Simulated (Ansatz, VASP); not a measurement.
One calculation of ZnSnN2, two programs

```
Zn Sn N
1.0
     4.55176    0.00000    0.00000
    -2.27588    3.94194    0.00000
     0.00000    0.00000    9.08797
Zn Sn N
1 1 2
Cartesian
  0.0000 0.0000 0.0000
  2.2759 1.3140 0.0000
  0.0000 0.0000 5.0953
  0.0000 0.0000 3.9927
```

Alike in both runs: functional PBE; k mesh 6 × 6 × 4; occupations gaussian, width 0.1 eV; no spin polarisation.

Ansatz relaxed the structure, and its values are those at the end. VASP's run is a single point on that final structure, the one shown.

|  | VASP | Ansatz |
| --- | --- | --- |
| version | VASP 6.6.1 | Ansatz 0.2.0 |
| potentials or method | VASP PAW PBE potentials, release 64 (Zn, Sn_d, N), cutoff 520 eV | scalar-relativistic, plane waves, PAW |
| valence electrons in the cell | 36 | 36 |

VASP gave:

| Quantity | Value |
| --- | --- |
| gap on the k mesh at the Fermi level (eV) | none |
| pressure (GPa) | 0.6 |
| rms of the force components (eV/Å) | 0.710 |

Task: Which values does Ansatz return?

Result: gap on the k mesh at the Fermi level (eV): none; pressure (GPa): 0.0; rms of the force components (eV/Å): 0.003.

A gap of «none» marks a metal or a gap that the smearing closes. One of these differences is far larger than is usual between the two programs; its cause wasn't traced. With one functional, cell and mesh, what is left measures potentials, basis and numerics.

Noted on VASP's run: the standard files for N, O and F lose accuracy on very short bonds.
